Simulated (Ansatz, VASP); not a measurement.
# FeCo in VASP and in Ansatz

```
Co Fe
1.0
     2.77740    0.00000    0.00000
     0.00000    2.77740    0.00000
     0.00000    0.00000    2.77740
Co Fe
1 1
Direct
  0.00000 0.00000 0.00000
  0.50000 0.50000 0.50000
```

Alike in both runs: task single point; functional PBE; k mesh 2 × 2 × 2; non-collinear spin.

|  | VASP | Ansatz |
| --- | --- | --- |
| version | VASP 6.6.1 | Ansatz development build ahead of 0.2.0 |
| potentials or method | VASP PAW PBE potentials, release 64 (Co, Fe) | norm-conserving potentials, plane waves, scalar-relativistic |
| plane-wave cutoff (eV) | 600 | 1306 |
| occupations | gaussian, width 0.05 eV | gaussian |

|  | VASP | Ansatz | Ansatz less VASP |
| --- | --- | --- | --- |
| net moment per atom (μB) | 2.13 | 2.12 | 0.000 |
| size of the moment on the site where the two differ most (μB) | 1.76 | 1.83 | +0.070 |

Site moments also hang on the region over which each program counts them. Ansatz's warnings: seeded moment not kept.

The k mesh is coarse, so the values compare programs but aren't converged.
